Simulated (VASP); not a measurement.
# Sb in VASP: single point with PBEsol

Aim: the single point of Sb with PBEsol.

Program: VASP 6.6.1. These are calculated values, not measurements. Logs are shortened: lines on timing, memory, paths and dates and some standing lists are left out, and cuts for length are marked.

## 1. The cell of the first run

The cell holds a sheet with vacuum, 2 atoms: a = 4.042 Å, b = 4.042 Å, c = 27.100 Å, α = 90.00°, β = 90.00°, γ = 120.00°.

## 2. Single point, PBEsol

INCAR reads:

```
SYSTEM = Sb
PREC     = Accurate       ! precision mode
ENCUT    = 400            ! plane-wave cutoff, eV
EDIFF    = 1E-6           ! SCF threshold, eV
ISMEAR   = 0              ! smearing method
SIGMA    = 0.03           ! smearing width, eV
LREAL    = .False.        ! projectors in reciprocal space
LASPH    = .True.         ! aspherical terms in the spheres
NELM     = 120            ! most SCF steps
ALGO     = Normal         ! electronic algorithm
ISIF     = 2              ! what is computed and relaxed
LWAVE    = .False.        ! write WAVECAR
LCHARG   = .True.         ! write CHGCAR
LDIPOL   = .True.       
IDIPOL   = 3            
DIPOL    = 0.5 0.5 0.289
GGA      = PS             ! functional
LELF     = .True.         ! ELF
LVHAR    = .True.       
LVACPOTAV= .True.       
NBANDS   = 12             ! bands
GGA_COMPAT= .False.      
NELMDL   = -8
```

KPOINTS reads:

```
Automatic mesh
0
Gamma
  12 12 1
  0 0 0
```

POSCAR reads:

```
Sb
1.0
    4.0418344179      0.0000000000      0.0000000000
   -2.0209172089      3.5003312838      0.0000000000
    0.0000000000      0.0000000000     27.1000000030
Sb
2
Direct
    0.3333333333      0.6666666667      0.2585835373
    0.6666666667      0.3333333333      0.3189072375
```

Potentials or basis: VASP PAW PBE potentials, release 64 (Sb).

The run is started by

```
$ cat potpaw_PBE.64/Sb/POTCAR > POTCAR
$ mpirun -np 1 vasp_std > vasp.out
```

OUTCAR:

```text
SYSTEM = Sb
   PREC = Accurate
   ENCUT = 400
   EDIFF = 1E-6
   ISMEAR = 0
   LREAL = .False.
   LASPH = .True.
   NELM = 120
   ISIF = 2
   GGA = PS
   NELMDL = -8

 ion  position               nearest neighbor table
   1  0.333  0.667  0.259-   2 2.85   2 2.85   2 2.85
   2  0.667  0.333  0.319-   1 2.85   1 2.85   1 2.85

  LATTYP: Found a hexagonal cell.
 ALAT       =     4.0418344179
 C/A-ratio  =     6.7048763509

  Lattice vectors:

 A1 = (   4.0418344179,   0.0000000000,   0.0000000000)
 A2 = (  -2.0209172089,   3.5003312838,   0.0000000000)
 A3 = (   0.0000000000,   0.0000000000,  27.1000000030)

Analysis of symmetry for initial positions (statically):
=====================================================================
 Subroutine PRICEL returns:
 Original cell was already a primitive cell.

 Routine SETGRP: Setting up the symmetry group for a
 hexagonal supercell.

 Subroutine GETGRP returns: Found 12 space group operations
 (whereof  6 operations were pure point group operations)
 out of a pool of 24 trial point group operations.

The static configuration has the point symmetry C_3v.
 The point group associated with its full space group is D_3d.

Analysis of symmetry for dynamics (positions and initial velocities):
=====================================================================
 Subroutine PRICEL returns:
 Original cell was already a primitive cell.

 Routine SETGRP: Setting up the symmetry group for a
 hexagonal supercell.

 Subroutine GETGRP returns: Found 12 space group operations
 (whereof  6 operations were pure point group operations)
 out of a pool of 24 trial point group operations.

The dynamic configuration has the point symmetry C_3v.
 The point group associated with its full space group is D_3d.

 Subroutine INISYM returns: Found 12 space group operations
 (whereof  6 operations are pure point group operations),
 and found     1 'primitive' translations

----------------------------------------------------------------------------------------

                                     Primitive cell

  volume of cell :     383.4043

  direct lattice vectors                    reciprocal lattice vectors
     4.041834418  0.000000000  0.000000000     0.247412411  0.142843622  0.000000000
    -2.020917209  3.500331284  0.000000000     0.000000000  0.285687245  0.000000000
     0.000000000  0.000000000 27.100000003     0.000000000  0.000000000  0.036900369

  length of vectors
     4.041834418  4.041834418 27.100000003     0.285687245  0.285687245  0.036900369

  position of ions in fractional coordinates (direct lattice)
     0.333333333  0.666666667  0.258583537
     0.666666667  0.333333333  0.318907237

  ion indices of the primitive-cell ions
   primitive index   ion index
                 1           1
                 2           2

----------------------------------------------------------------------------------------

 KPOINTS: Automatic mesh

Automatic generation of k-mesh.
 Grid dimensions read from file:
 generate k-points for:   12   12    1

 Generating k-lattice:

  Cartesian coordinates                     Fractional coordinates (reciprocal lattice)
     0.020617701  0.011903635  0.000000000     0.083333333 -0.000000000  0.000000000
     0.000000000  0.023807270  0.000000000     0.000000000  0.083333333  0.000000000
     0.000000000  0.000000000  0.036900369     0.000000000  0.000000000  1.000000000

  Length of vectors
     0.023807270  0.023807270  0.036900369

  Shift w.r.t. Gamma in fractional coordinates (k-lattice)
     0.000000000  0.000000000  0.000000000

 Subroutine IBZKPT returns following result:
 ===========================================

 Found     19 irreducible k-points:

 Following reciprocal coordinates:
            Coordinates               Weight
  0.000000  0.000000  0.000000      1.000000
  0.083333 -0.000000  0.000000      6.000000
  0.166667 -0.000000  0.000000      6.000000
  0.250000 -0.000000  0.000000      6.000000
  0.333333 -0.000000  0.000000      6.000000
  0.416667 -0.000000  0.000000      6.000000
[... 11 lines left out ...]
  0.333333  0.250000  0.000000     12.000000
  0.333333  0.333333  0.000000      2.000000
   k-points           NKPTS =     19   k-points in BZ     NKDIM =     19   number of bands    NBANDS=     12
   number of dos      NEDOS =    301   number of ions     NIONS =      2
   total plane-waves  NPLWV = 141120
   dimension x,y,z NGX =    28 NGY =   28 NGZ =  180
   dimension x,y,z NGXF=    56 NGYF=   56 NGZF=  360
   ions per type =               2
   NGX,Y,Z   is equivalent  to a cutoff of  11.52, 11.52, 11.04 a.u.
   NGXF,Y,Z  is equivalent  to a cutoff of  23.03, 23.03, 22.08 a.u.
 SYSTEM =  Sb
   PREC   = accura    normal or accurate (medium, high low for compatibility)
   ISTART =      0    job   : 0-new  1-cont  2-samecut
   ICHARG =      2    charge: 1-file 2-atom 10-const
   ISPIN  =      1    spin polarized calculation?
   LNONCOLLINEAR =      F non collinear calculations
   LSORBIT =      F    spin-orbit coupling
   LASPH  =      T    aspherical Exc in radial PAW
   ENCUT  =  400.0 eV  29.40 Ry    5.42 a.u.   6.59  6.59 44.19*2*pi/ulx,y,z
   NELM   =    120;   NELMIN=  2; NELMDL= -8     # of ELM steps
   EDIFF  = 0.1E-05   stopping-criterion for ELM
   LREAL  =      F    real-space projection
   EDIFFG = 0.1E-04   stopping-criterion for IOM
   NSW    =      0    number of steps for IOM
   IBRION =     -1    ionic relax: 0-MD 1-quasi-New 2-CG
   NFREE  =      0    steps in history (QN), initial steepest desc. (CG)
   ISIF   =      2    stress and relaxation
   ISYM   =      2    0-nonsym 1-usesym 2-fastsym
   POTIM  = 0.5000    time-step for ionic-motion
   TEBEG  =    0.0;   TEEND  =   0.0 temperature during run
   PSTRESS=    0.0 pullay stress
   NELECT =      10.0000    total number of electrons
   NUPDOWN=      -1.0000    fix difference up-down
   EMIN   =  10.00;   EMAX   =-10.00  energy-range for DOS
   EFERMI =   0.00;   METHOD = LEGACY
   ISMEAR =     0;   SIGMA  =   0.03  broadening in eV -4-tet -1-fermi 0-gaus
   EFERMI_NEDOS =   21; number of points for ismear=-14 and -15
   IALGO  =     38    algorithm
   IMIX   =      4    mixing-type and parameters
     AMIX     =   0.40;   BMIX     =  1.00
     AMIX_MAG =   1.60;   BMIX_MAG =  1.00
  volume/ion in A,a.u.               =     191.70      1293.67
  Fermi-wavevector in a.u.,A,eV,Ry     =   0.485500  0.917462  3.207032  0.235710
  Thomas-Fermi vector in A             =   1.485759
   LORBIT       =      0    0 simple, 1 ext, 2 COOP (PROOUT), +10 PAW based schemes
   GGA     = PS    functional components
   LHFCALC =     F    Hartree Fock is set to
   AEXX    =    0.0000 exact exchange contribution
   IVDW    =     0    specifies the selected vdW correction
   LEPSILON=     F    determine dielectric tensor
   LRPA    =     F    only Hartree local field effects (RPA)
 non-spin polarized calculation
 Gauss-broadening in eV      SIGMA  =   0.03
  energy-cutoff  :      400.00
  volume of cell :      383.40
 maximum number of plane-waves:      7073
 NGX is ok and might be reduce to    28
   NGX = 13   NGY = 13   NGZ = 89

 number of electron      10.0000000 magnetization

 dipolmoment           0.000000      0.000000      0.000000 electrons x Angstroem

 number of electron       9.9999999 magnetization

 dipolmoment           0.000000      0.000000     -0.000000 electrons x Angstroem

 Free energy of the ion-electron system (eV)
  ---------------------------------------------------
  ext. energy  EPLUGINS =         0.00000000
  ---------------------------------------------------
  free energy    TOTEN  =        -8.73399181 eV

  energy without entropy =       -8.73399181  energy(sigma->0) =       -8.73399181

 E-fermi :  -2.8806     XC(G=0):  -2.0279

 val. band max:       -3.0200059376   @ k =   0.0000   0.0000   0.0000
 cond. band min:      -1.8626058298   @ k =   0.3333  -0.0000   0.0000
 fundamental gap:      1.1574001078
 Fermi energy:        -2.8805859597

 k-point     1 :       0.0000    0.0000    0.0000
  band No.  band energies     occupation
      1     -14.6789      2.00000
      2      -9.4591      2.00000
      3      -3.7884      2.00000
      4      -3.0200      2.00000
      5      -3.0200      2.00000
      6      -1.3633      0.00000
      7      -0.1834      0.00000
      8      -0.1834      0.00000
      9       1.2839      0.00000
     10       1.5623      0.00000
     11       1.9524      0.00000
     12       2.2185      0.00000

 k-point     2 :       0.0833   -0.0000    0.0000
  band No.  band energies     occupation
      1     -14.6007      2.00000
      2      -9.4471      2.00000
      3      -3.8037      2.00000
      4      -3.7488      2.00000
      5      -3.2061      2.00000
      6      -0.8717      0.00000
      7      -0.2596      0.00000
      8      -0.0042      0.00000
      9       1.3900      0.00000
     10       1.6467      0.00000
     11       2.0357      0.00000
     12       2.3059      0.00000

 k-point     3 :       0.1667   -0.0000    0.0000
  band No.  band energies     occupation
      1     -14.3683      2.00000
      2      -9.4473      2.00000
      3      -4.9636      2.00000
      4      -3.6625      2.00000
      5      -3.6150      2.00000
      6      -1.2718      0.00000
      7       0.3355      0.00000
      8       0.3834      0.00000
      9       1.6402      0.00000
     10       1.8998      0.00000
     11       2.2758      0.00000
     12       2.5553      0.00000

 k-point     4 :       0.2500   -0.0000    0.0000
  band No.  band energies     occupation
      1     -13.9905      2.00000
      2      -9.5822      2.00000
      3      -5.8708      2.00000
      4      -4.0449      2.00000
      5      -3.6615      2.00000
      6      -1.7596      0.00000
      7       0.4556      0.00000
      8       0.5611      0.00000
      9       1.8936      0.00000
     10       2.2934      0.00000
     11       2.6704      0.00000
     12       2.9396      0.00000

 k-point     5 :       0.3333   -0.0000    0.0000
  band No.  band energies     occupation
      1     -13.4900      2.00000
      2     -10.0003      2.00000
      3      -6.2870      2.00000
      4      -4.3933      2.00000
      5      -3.9465      2.00000
      6      -1.8626      0.00000
      7      -0.0172      0.00000
      8       0.6164      0.00000
      9       2.3704      0.00000
     10       2.4999      0.00000
     11       3.1247      0.00000
     12       3.4693      0.00000
[... 153 lines left out ...]
      1     -12.3813      2.00000
      2     -11.0900      2.00000
      3      -6.3739      2.00000
      4      -5.2920      2.00000
      5      -4.6325      2.00000
      6      -1.1025      0.00000
      7      -0.0788      0.00000
      8       0.2153      0.00000
      9       2.3801      0.00000
     10       4.1982      0.00000
     11       4.3934      0.00000
     12       4.4926      0.00000

 k-point    17 :       0.2500    0.2500    0.0000
  band No.  band energies     occupation
      1     -12.7459      2.00000
      2     -10.6452      2.00000
      3      -6.2995      2.00000
      4      -5.7377      2.00000
      5      -4.1815      2.00000
      6      -1.1449      0.00000
      7      -0.3337      0.00000
      8       0.9418      0.00000
      9       3.1035      0.00000
     10       3.3869      0.00000
     11       3.7753      0.00000
     12       3.8273      0.00000

 k-point    18 :       0.3333    0.2500    0.0000
  band No.  band energies     occupation
      1     -12.2099      2.00000
      2     -11.1799      2.00000
      3      -6.6481      2.00000
      4      -5.3452      2.00000
      5      -4.5979      2.00000
      6      -1.4827      0.00000
      7       0.1561      0.00000
      8       0.7022      0.00000
      9       3.2283      0.00000
     10       3.8064      0.00000
     11       4.1791      0.00000
     12       4.5526      0.00000

 k-point    19 :       0.3333    0.3333    0.0000
  band No.  band energies     occupation
      1     -11.6814      2.00000
      2     -11.6814      2.00000
      3      -6.8362      2.00000
      4      -4.9589      2.00000
      5      -4.9589      2.00000
      6      -1.7018      0.00000
      7       0.5617      0.00000
      8       0.5617      0.00000
      9       3.5650      0.00000
     10       4.3779      0.00000
     11       4.3779      0.00000
     12       4.7648      0.00000

------------------------ aborting loop because EDIFF is reached ----------------------------------------

  FORCE on cell =-STRESS in cart. coord.  units (eV):
  Direction    XX          YY          ZZ          XY          YZ          ZX
  --------------------------------------------------------------------------------------
  -------------------------------------------------------------------------------------
  Total        0.0832337      0.0832337      0.1908807      0.0000000      0.0000000     -0.0000000
  in kB        0.3478185      0.3478185      0.7976559      0.0000000      0.0000000     -0.0000000
  external PRESSURE =       0.4977643 kB  Pullay stress =       0.0000000 kB

 VOLUME and BASIS-vectors are now :
 -----------------------------------------------------------------------------
  energy-cutoff  :      400.00
  volume of cell :      383.40
      direct lattice vectors                 reciprocal lattice vectors
     4.041834418  0.000000000  0.000000000     0.247412411  0.142843622  0.000000000
    -2.020917209  3.500331284  0.000000000     0.000000000  0.285687245  0.000000000
     0.000000000  0.000000000 27.100000003     0.000000000  0.000000000  0.036900369

 POSITION                                       TOTAL-FORCE (eV/Angst)
 -----------------------------------------------------------------------------------
     -0.00000      2.33355      7.00761        -0.000000     -0.000000     -0.120146
      2.02092      1.16678      8.64239         0.000000      0.000000      0.120146
 -----------------------------------------------------------------------------------
    total drift:                               -0.000000      0.000000     -0.000004

  FREE ENERGIE OF THE ION-ELECTRON SYSTEM (eV)
  ---------------------------------------------------
  free  energy   TOTEN  =        -8.7339918112 eV

  energy  without entropy=       -8.7339918112  energy(sigma->0) =       -8.73399181

 vacuum level on the upper side and lower side of the slab         1.789         1.789
```

Run time: 2.3 min. Hardware: 1 thread of Intel Xeon Platinum 8259CL at 2.50GHz (Skylake/Cascade Lake), shared host; peak memory 0.34 GiB.

Results:

| Item | Value |
| --- | --- |
| Free energy | -8.7340 eV |
| Largest force | 0.120 eV/Å |
| Band gap on the k mesh | 1.16 eV, indirect (least direct gap 1.66 eV) |

Forces on the atoms (eV/Å):
```
Sb   0.000  0.000 -0.120
Sb   0.000  0.000  0.120
```

Levels at points of the mesh, in eV from the valence-band top:
```
           k point  band 1  band 2  band 3  band 4  band 5  band 6  band 7  band 8  band 9  band 10
(0.00, 0.00, 0.00)  -11.66   -6.44   -0.77    0.00    0.00    1.66    2.84    2.84    4.30     4.58
(0.50, 0.00, 0.00)   -9.60   -7.95   -3.15   -1.67   -1.63    1.53    2.34    3.60    4.96     6.89
```

Caveat: the PAW data sets were made with another functional, which shifts forces and pressure a little; spin-orbit coupling is left out, which moves the levels of the heavy elements.
